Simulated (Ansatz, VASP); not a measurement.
**One calculation of NbAs, two programs**

```
Nb As
1.0
     0.00000    2.87236    2.87236
     2.87236    0.00000    2.87236
     2.87236    2.87236    0.00000
Nb As
1 1
Direct
  0.00000 0.00000 0.00000
  0.25000 0.25000 0.25000
```

Alike in both runs: task single point; functional r2SCAN; k mesh 12 × 12 × 12; occupations gaussian, width 0.1 eV; collinear spin.

|  | VASP | Ansatz |
| --- | --- | --- |
| version | VASP 6.6.1 | Ansatz 0.2.0 |
| potentials or method | VASP PAW PBE potentials, release 64 (Nb_sv, As), cutoff 520 eV | scalar-relativistic, plane waves, PAW |
| valence electrons in the cell | 18 | 28 |

|  | VASP | Ansatz | Ansatz less VASP |
| --- | --- | --- | --- |
| gap on the k mesh at the Fermi level (eV) | none | none | - |
| pressure (GPa) | 2.3 | 4.8 | +2.47 |
| net moment per atom (μB) | 0.00 | 0.59 | +0.594 |
| size of the moment on the site where the two differ most (μB) | 0.00 | 0.81 | +0.805 |

The net moments are unlike, so the other rows may belong to different states. VASP's potentials were made for PBE, not for r2SCAN. Site moments also hang on the region over which each program counts them. A gap of «none» marks a metal or a gap that the smearing closes. VASP's potentials hold 18 valence electrons a cell and Ansatz's 28, so a difference there can come from the potentials and not from the codes. Ansatz's warnings: stability check not made.
